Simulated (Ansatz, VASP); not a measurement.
**Cr: VASP beside Ansatz**

The input POSCAR:

```
Cr
1.0
    4.1488009281      0.0000000000      0.0000000000
   -2.0744004640      3.5929669990      0.0000000000
    0.0000000000      0.0000000000      2.2385714997
Cr
3
Direct
    0.0000000000      1.0000000000      0.0000000000
    0.3333333333      0.6666666667      0.5000000000
    0.6666666667      0.3333333333      0.5000000000
```

Contents of INCAR.step1:

```
SYSTEM = Cr
ALGO = Normal ; EDIFF = 1E-4
ENCUT = 520 ; GGA = PE
ISMEAR = -1 ; LASPH = .TRUE.
LCHARG = .FALSE. ; LREAL = .FALSE.
LWAVE = .TRUE. ; NBANDS = 25
NELM = 80 ; PREC = Accurate
SIGMA = 0.1
```

File INCAR.step2:

```
SYSTEM = Cr
ALGO = Normal ; EDIFF = 1E-6
ENCUT = 520 ; ISIF = 2
ISMEAR = -1 ; ISTART = 1
LASPH = .TRUE. ; LCHARG = .FALSE.
LMIXTAU = .TRUE. ; LREAL = .FALSE.
LWAVE = .FALSE. ; METAGGA = R2SCAN
NBANDS = 25 ; NELM = 80
PREC = Accurate ; SIGMA = 0.1
```

Contents of KPOINTS:

```
k-points
0
G
  10 10 15
  0 0 0
```

Input for Ansatz:

```yaml
crystal:
  lattice:
    - [4.1488009281, 0.0, 0.0]
    - [-2.074400464, 3.592966999, 0.0]
    - [0.0, 0.0, 2.2385714997]
  atoms:
    - { symbol: Cr, position: [0.0, 1.0, 0.0] }
    - { symbol: Cr, position: [0.3333333333, 0.6666666667, 0.5] }
    - { symbol: Cr, position: [0.6666666667, 0.3333333333, 0.5] }
hamiltonian:
  xc: r2scan
  pseudopotentials:
    kind: paw
    azcp:
      Cr: "pseudopotentials/Cr.paw.azcp"
basis:
  ecutwfc: 500
  fft_grid_basis: typed
kpoints:
  mp_grid: { grid: [10, 10, 15], shift: [0, 0, 0] }
magnetization:
  spin_polarized: false
scf:
  occupations: { method: fermi_dirac, width: 0.1 }
  lower_state_search: "off"
output:
  stress: true
```

Alike in both runs: task single point; functional r2SCAN; k mesh 10 × 10 × 15; occupations fermi-dirac, width 0.1 eV; no spin polarisation.

```csv
,VASP,Ansatz
version,VASP 6.6.1,Ansatz 0.2.0
potentials or method,"VASP PAW PBE potentials, release 64 (Cr_pv), cutoff 520 eV","plane waves (500 eV) with PAW, scalar-relativistic"
valence electrons in the cell,36,42
```

Ansatz gave:

- pressure (GPa): 11.5
- traceless stress, the component that is largest in VASP (GPa): 1.00

Which values does VASP return?

Pressure (GPa): 12.5; traceless stress, the component that is largest in VASP (GPa): 1.47.

VASP's potentials were made for PBE, not for r2SCAN. The functional is the same, so the differences come from potentials, cutoffs and numerics. VASP's potentials hold 36 valence electrons a cell and Ansatz's 42, so a difference there can come from the potentials and not from the codes.
